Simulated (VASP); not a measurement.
# Sc (Fm-3m) in VASP: notebook

Sc is run at these levels: PBEsol; tasks: single point.

All numbers are computed with VASP 6.6.1; they aren't measurements. Logs are shortened: lines on timing, memory, paths and dates and some standing lists are left out, and cuts for length are marked.

### 1 The cell of the first run

Symmetry: Fm-3m, No. 225, cubic system. Conventional cell: a = 4.443 Å, b = 4.443 Å, c = 4.443 Å, α = 90.00°, β = 90.00°, γ = 90.00°. Sc (site symmetry m-3m) has 12 Sc at 3.14 Å within 4.1 Å.

### 2 Single point, PBEsol

The input, INCAR:

```
SYSTEM = Sc
PREC     = Accurate       ! precision mode
ENCUT    = 520            ! plane-wave cutoff, eV
EDIFF    = 1E-6           ! SCF threshold, eV
ISMEAR   = -1             ! smearing method
SIGMA    = 0.05           ! smearing width, eV
LREAL    = .False.        ! projectors in reciprocal space
LASPH    = .True.         ! aspherical terms in the spheres
NELM     = 80             ! most SCF steps
ALGO     = Normal         ! electronic algorithm
ISIF     = 2              ! what is computed and relaxed
LWAVE    = .False.        ! write WAVECAR
LCHARG   = .False.        ! write CHGCAR
GGA      = PS             ! functional
NBANDS   = 12             ! bands
```

The input, KPOINTS:

```
Automatic mesh
0
Gamma
  9 9 9
  0 0 0
```

The input, POSCAR:

```
Sc
1.0
    0.0000000000      2.2216875138      2.2216875138
    2.2216875138      0.0000000000      2.2216875138
    2.2216875138      2.2216875138      0.0000000000
Sc
1
Direct
    0.0000000000      0.0000000000      0.0000000000
```

Potentials or basis: VASP PAW PBE potentials, release 64 (Sc_sv).

Started as:

```
> cat potpaw_PBE.64/Sc_sv/POTCAR > POTCAR
> mpirun -np 1 vasp_std > vasp.out
```

OUTCAR:

```text
SYSTEM = Sc
   PREC = Accurate
   ENCUT = 520
   EDIFF = 1E-6
   ISMEAR = -1
   LREAL = .False.
   LASPH = .True.
   NELM = 80
   ISIF = 2
   GGA = PS

 ion  position               nearest neighbor table
   1  0.000  0.000  0.000-

  LATTYP: Found a face centered cubic cell.
 ALAT       =     4.4433750276

  Lattice vectors:

 A1 = (   0.0000000000,   2.2216875138,   2.2216875138)
 A2 = (   2.2216875138,   0.0000000000,   2.2216875138)
 A3 = (   2.2216875138,   2.2216875138,   0.0000000000)

Analysis of symmetry for initial positions (statically):
=====================================================================
 Subroutine PRICEL returns:
 Original cell was already a primitive cell.

 Routine SETGRP: Setting up the symmetry group for a
 face centered cubic supercell.

 Subroutine GETGRP returns: Found 48 space group operations
[... 9 lines left out ...]

 Routine SETGRP: Setting up the symmetry group for a
 face centered cubic supercell.

 Subroutine GETGRP returns: Found 48 space group operations
[... 11 lines left out ...]
                                     Primitive cell

  volume of cell :      21.9320

  direct lattice vectors                    reciprocal lattice vectors
     0.000000000  2.221687514  2.221687514    -0.225054152  0.225054152  0.225054152
     2.221687514  0.000000000  2.221687514     0.225054152 -0.225054152  0.225054152
     2.221687514  2.221687514  0.000000000     0.225054152  0.225054152 -0.225054152

  length of vectors
     3.141940613  3.141940613  3.141940613     0.389805226  0.389805226  0.389805226

  position of ions in fractional coordinates (direct lattice)
     0.000000000  0.000000000  0.000000000

  ion indices of the primitive-cell ions
   primitive index   ion index
                 1           1

----------------------------------------------------------------------------------------

 KPOINTS: Automatic mesh

Automatic generation of k-mesh.
 Grid dimensions read from file:
 generate k-points for:    9    9    9

 Generating k-lattice:

  Cartesian coordinates                     Fractional coordinates (reciprocal lattice)
    -0.025006017  0.025006017  0.025006017     0.111111111  0.000000000  0.000000000
     0.025006017 -0.025006017  0.025006017     0.000000000  0.111111111  0.000000000
     0.025006017  0.025006017 -0.025006017     0.000000000  0.000000000  0.111111111

  Length of vectors
     0.043311692  0.043311692  0.043311692

[... 50 lines left out ...]
   LASPH  =      T    aspherical Exc in radial PAW
   ENCUT  =  520.0 eV  38.22 Ry    6.18 a.u.   5.84  5.84  5.84*2*pi/ulx,y,z
   NELM   =     80;   NELMIN=  2; NELMDL= -5     # of ELM steps
   EDIFF  = 0.1E-05   stopping-criterion for ELM
   LREAL  =      F    real-space projection
   EDIFFG = 0.1E-04   stopping-criterion for IOM
   NSW    =      0    number of steps for IOM
   IBRION =     -1    ionic relax: 0-MD 1-quasi-New 2-CG
   NFREE  =      0    steps in history (QN), initial steepest desc. (CG)
   ISIF   =      2    stress and relaxation
   ISYM   =      2    0-nonsym 1-usesym 2-fastsym
   POTIM  = 0.5000    time-step for ionic-motion
   TEBEG  =    0.0;   TEEND  =   0.0 temperature during run
   PSTRESS=    0.0 pullay stress
   NELECT =      11.0000    total number of electrons
   NUPDOWN=      -1.0000    fix difference up-down
   EMIN   =  10.00;   EMAX   =-10.00  energy-range for DOS
   EFERMI =   0.00;   METHOD = LEGACY
   ISMEAR =    -1;   SIGMA  =   0.05  broadening in eV -4-tet -1-fermi 0-gaus
   EFERMI_NEDOS =   21; number of points for ismear=-14 and -15
   IALGO  =     38    algorithm
   IMIX   =      4    mixing-type and parameters
     AMIX     =   0.40;   BMIX     =  1.00
     AMIX_MAG =   1.60;   BMIX_MAG =  1.00
  volume/ion in A,a.u.               =      21.93       148.00
  Fermi-wavevector in a.u.,A,eV,Ry     =   1.300707  2.457979 23.018857  1.691838
  Thomas-Fermi vector in A             =   2.431888
   LORBIT       =      0    0 simple, 1 ext, 2 COOP (PROOUT), +10 PAW based schemes
   GGA     = PS    functional components
   LHFCALC =     F    Hartree Fock is set to
   AEXX    =    0.0000 exact exchange contribution
   IVDW    =     0    specifies the selected vdW correction
   LEPSILON=     F    determine dielectric tensor
   LRPA    =     F    only Hartree local field effects (RPA)
 non-spin polarized calculation
  energy-cutoff  :      520.00
  volume of cell :       21.93
 maximum number of plane-waves:       609
   NGX = 11   NGY = 11   NGZ = 11

 number of electron      11.0000003 magnetization

 Free energy of the ion-electron system (eV)
  ---------------------------------------------------
  ext. energy  EPLUGINS =         0.00000000
  ---------------------------------------------------
  free energy    TOTEN  =        -6.54802569 eV

  energy without entropy =       -6.53735018  energy(sigma->0) =       -6.54268794

 E-fermi :   4.3721     XC(G=0): -10.4751

 val. band max:        4.2538187402   @ k =  -0.4444   0.2222   0.1111
 cond. band min:       4.3977823260   @ k =  -0.3333   0.4444   0.2222
 fundamental gap:      0.1439635858
 Fermi energy:         4.3721330329

 k-point     1 :       0.0000    0.0000    0.0000
  band No.  band energies     occupation
      1     -44.5775      2.00000
      2     -22.9968      2.00000
      3     -22.9968      2.00000
      4     -22.9968      2.00000
      5      -1.0589      2.00000
      6       6.0745      0.00000
      7       6.0745      0.00000
      8       6.0745      0.00000
      9       7.6892      0.00000
     10       7.6892      0.00000
     11      17.5183      0.00000
     12      21.3671      0.00000
[... 331 lines left out ...]
 k-point    24 :       0.4444    0.4444    0.0000
  band No.  band energies     occupation
      1     -44.4494      2.00000
      2     -23.5352      2.00000
      3     -23.1986      2.00000
      4     -23.1986      2.00000
      5       2.5324      2.00000
      6       3.5884      2.00000
      7       6.4999      0.00000
      8       8.7062      0.00000
      9       8.8518      0.00000
     10       8.8518      0.00000
     11      14.5547      0.00000
     12      14.6897      0.00000

 [... further k-points ...]
[... 5 lines left out ...]
  --------------------------------------------------------------------------------------
  -------------------------------------------------------------------------------------
  Total        0.6115278      0.6115278      0.6115278     -0.0000000      0.0000000      0.0000000
  in kB       44.6732855     44.6732855     44.6732855     -0.0000000      0.0000000      0.0000000
  external PRESSURE =      44.6732855 kB  Pullay stress =       0.0000000 kB

 VOLUME and BASIS-vectors are now :
 -----------------------------------------------------------------------------
  energy-cutoff  :      520.00
  volume of cell :       21.93
      direct lattice vectors                 reciprocal lattice vectors
     0.000000000  2.221687514  2.221687514    -0.225054152  0.225054152  0.225054152
     2.221687514  0.000000000  2.221687514     0.225054152 -0.225054152  0.225054152
     2.221687514  2.221687514  0.000000000     0.225054152  0.225054152 -0.225054152

 POSITION                                       TOTAL-FORCE (eV/Angst)
 -----------------------------------------------------------------------------------
      0.00000      0.00000      0.00000        -0.000000      0.000000      0.000000
 -----------------------------------------------------------------------------------
    total drift:                               -0.000000     -0.000000     -0.000000

  FREE ENERGIE OF THE ION-ELECTRON SYSTEM (eV)
  ---------------------------------------------------
  free  energy   TOTEN  =        -6.5480256921 eV

  energy  without entropy=       -6.5373501797  energy(sigma->0) =       -6.54268794
```

stdout:

```text
POSCAR found type information on POSCAR Sc
 POSCAR found :  1 types and       1 ions
 scaLAPACK will be used
 -----------------------------------------------------------------------------
|                                                                             |
|                                                                             |
|     You enforced a specific xc type in the INCAR file but a different       |
|     I HOPE YOU KNOW WHAT YOU ARE DOING!                                     |
|                                                                             |
 -----------------------------------------------------------------------------

 LDA part: xc-table for (Slater+PW92), standard interpolation
 POSCAR, INCAR and KPOINTS ok, starting setup
 FFT: planning ... GRIDC
 FFT: planning ... GRID_SOFT
 FFT: planning ... GRID
 WAVECAR not read
 entering main loop
```

Wall time 12 s (1 thread of AMD EPYC 7R43 (Zen 3), shared host); peak memory 0.09 GiB.

What came out:

| Item | Value |
| --- | --- |
| Free energy | -6.5480 eV |
| Pressure | 4.5 GPa |

Caveat: the PAW data sets were made with another functional, which shifts forces and pressure a little.

### 3 Single point, PBEsol

This run uses another cell than the first one, of 22.51 Å³/atom, 1.026 times its volume.

The input, INCAR:

```
SYSTEM = Sc
  ALGO = Normal
  EDIFF = 1E-6
  ENCUT = 520
  GGA = PS
  ISIF = 2
  ISMEAR = -1
  LASPH = .TRUE.
  LCHARG = .FALSE.
  LREAL = .FALSE.
  LWAVE = .FALSE.
  NBANDS = 12
  NELM = 60
  PREC = Accurate
  SIGMA = 0.05
```

The input, KPOINTS:

```
k-points
0
G
  9 9 9
  0 0 0
```

The input, POSCAR:

```
Sc
1.0
    0.0000000000      2.2410075054      2.2410075054
    2.2410075054      0.0000000000      2.2410075054
    2.2410075054      2.2410075054      0.0000000000
Sc
1
Direct
    0.0000000000      0.0000000000      0.0000000000
```

Potentials or basis: VASP PAW PBE potentials, release 64 (Sc_sv).

Started as:

```
> cat potpaw_PBE.64/Sc_sv/POTCAR > POTCAR
> mpirun -np 1 vasp_std > vasp.out
```

Run time: 14 s. Hardware: 1 thread of AMD EPYC 7R43 (Zen 3), shared host; peak memory 0.1 GiB.

Results (log left out):

* Free energy: -6.5612 eV
* Pressure: 2.7 GPa

Levels at points of the mesh, in eV from the Fermi level:
| k point | band 2 | band 3 | band 4 | band 5 | band 6 | band 7 | band 8 | band 9 |
| --- | --- | --- | --- | --- | --- | --- | --- | --- |
| (0.00, 0.00, 0.00) | -27.45 | -27.45 | -27.45 | -5.39 | 1.67 | 1.67 | 1.67 | 3.23 |

Caveat: the PAW data sets were made with another functional, which shifts forces and pressure a little.

### 4 Single point, PBEsol

This run uses another cell than the first one, of 23.09 Å³/atom, 1.053 times its volume.

The input, INCAR:

```
PREC = Accurate
ENCUT = 520
EDIFF = 1E-6
ISMEAR = -1
SIGMA = 0.05
LREAL = F
LASPH = T
NELM = 80
ALGO = Normal
ISIF = 2
LWAVE = F
LCHARG = F
GGA = PS
NBANDS = 12
```

The input, KPOINTS:

```
Automatic mesh
0
Gamma
  9 9 9
```

The input, POSCAR:

```
Sc
1.0
    0.0000000000      2.2600000000      2.2600000000
    2.2600000000      0.0000000000      2.2600000000
    2.2600000000      2.2600000000      0.0000000000
Sc
1
Direct
    0.0000000000      0.0000000000      0.0000000000
```

Started as:

```
> cat potpaw_PBE.64/Sc_sv/POTCAR > POTCAR
> mpirun -np 1 vasp_std > vasp.out
```

It took 12 s on 1 thread of AMD EPYC 7R43 (Zen 3), shared host; peak memory 0.1 GiB.

The run converged. Its results:

* Free energy: -6.5686 eV
* Pressure: 1.2 GPa

Levels at points of the mesh, in eV from the Fermi level:
```tsv
k point	band 1	band 2	band 3	band 4	band 5	band 6	band 7	band 8	band 9	band 10
(0.00, 0.00, 0.00)	-49.08	-27.54	-27.54	-27.54	-5.34	1.64	1.64	1.64	3.15	3.15
```

Caveat: the PAW data sets were made with another functional, which shifts forces and pressure a little.

### 5 Single point, PBEsol

This run uses another cell than the first one, of 23.66 Å³/atom, 1.079 times its volume.

The input, INCAR:

```
PREC     = Accurate       # precision mode
ENCUT    = 520            # plane-wave cutoff, eV
EDIFF    = 1E-6           # SCF threshold, eV
ISMEAR   = -1             # smearing method
SIGMA    = 0.05           # smearing width, eV
LREAL    = F              # projectors in reciprocal space
LASPH    = T              # aspherical terms in the spheres
NELM     = 100            # most SCF steps
ALGO     = Normal         # electronic algorithm
ISIF     = 2              # what is computed and relaxed
LWAVE    = F              # write WAVECAR
LCHARG   = T              # write CHGCAR
GGA      = PS             # functional
LELF     = T              # ELF
LVHAR    = T            
NBANDS   = 12             # bands
```

KPOINTS is that of step 4.

The input, POSCAR:

```
Sc
1.0
    0.0000000000      2.2786785330      2.2786785330
    2.2786785330      0.0000000000      2.2786785330
    2.2786785330      2.2786785330      0.0000000000
Sc
1
Direct
    0.0000000000      0.0000000000      0.0000000000
```

Started as:

```
> cat potpaw_PBE.64/Sc_sv/POTCAR > POTCAR
> mpirun -np 1 vasp_std > vasp.out
```

It took 15 s on 1 thread of AMD EPYC 7R43 (Zen 3), shared host; peak memory 0.1 GiB.

The run converged. Its results:

| Quantity | Value |
| --- | --- |
| Free energy | -6.5705 eV |
| Pressure | -0.2 GPa |

Levels at points of the mesh, in eV from the Fermi level:
| k point | band 3 | band 4 | band 5 | band 6 | band 7 | band 8 |
| --- | --- | --- | --- | --- | --- | --- |
| (0.00, 0.00, 0.00) | -27.61 | -27.61 | -5.30 | 1.61 | 1.61 | 1.61 |

Caveat: the PAW data sets were made with another functional, which shifts forces and pressure a little.

### 6 Single point, PBEsol

This run uses another cell than the first one, of 24.24 Å³/atom, 1.105 times its volume.

The input, INCAR:

```
  PREC = Accurate
  ENCUT = 520
  EDIFF = 1E-6
  ISMEAR = -1
  SIGMA = 0.05
  LREAL = False
  LASPH = True
  NELM = 60
  ALGO = Normal
  ISIF = 2
  LWAVE = False
  LCHARG = False
  GGA = PS
  NBANDS = 12
```

KPOINTS is that of step 5.

The input, POSCAR:

```
Sc
1.0
    0.0000000000      2.2970557664      2.2970557664
    2.2970557664      0.0000000000      2.2970557664
    2.2970557664      2.2970557664      0.0000000000
Sc
1
Direct
    0.0000000000      0.0000000000      0.0000000000
```

Potentials or basis: VASP PAW PBE potentials, release 64 (Sc_sv).

Started as:

```
> cat potpaw_PBE.64/Sc_sv/POTCAR > POTCAR
> mpirun -np 1 vasp_std > vasp.out
```

Run time: 14 s. Hardware: 1 thread of AMD EPYC 7R43 (Zen 3), shared host; peak memory 0.1 GiB.

Results (log left out):

```
Free energy : -6.5678 eV
Pressure    : -1.4 GPa
```

Levels at points of the mesh, in eV from the Fermi level:
| k point | band 1 | band 2 | band 3 | band 4 | band 5 | band 6 | band 7 | band 8 | band 9 | band 10 |
| --- | --- | --- | --- | --- | --- | --- | --- | --- | --- | --- |
| (0.00, 0.00, 0.00) | -49.20 | -27.69 | -27.69 | -27.69 | -5.25 | 1.58 | 1.58 | 1.58 | 3.00 | 3.00 |

Caveat: the PAW data sets were made with another functional, which shifts forces and pressure a little.

### 7 The runs side by side

```csv
cell,gap on the mesh (eV),pressure (GPa)
"a = 3.142 Å, angles 60.0°, 1 atom",none,4.5
"a = 3.169 Å, angles 60.0°, 1 atom",none,2.7
"a = 3.196 Å, angles 60.0°, 1 atom",none,1.2
"a = 3.223 Å, angles 60.0°, 1 atom",none,-0.2
"a = 3.249 Å, angles 60.0°, 1 atom",none,-1.4
```

Alike in all rows: task single point; level PBEsol; potentials or basis VASP PAW PBE potentials, release 64 (Sc_sv); no spin polarisation; k mesh 9 × 9 × 9; cutoff (eV) 520; smearing fermi-dirac 0.05 eV.

Caveats: the PAW data sets were made with another functional, which shifts forces and pressure a little.

Absolute energies hang on the potentials; compare differences alone.
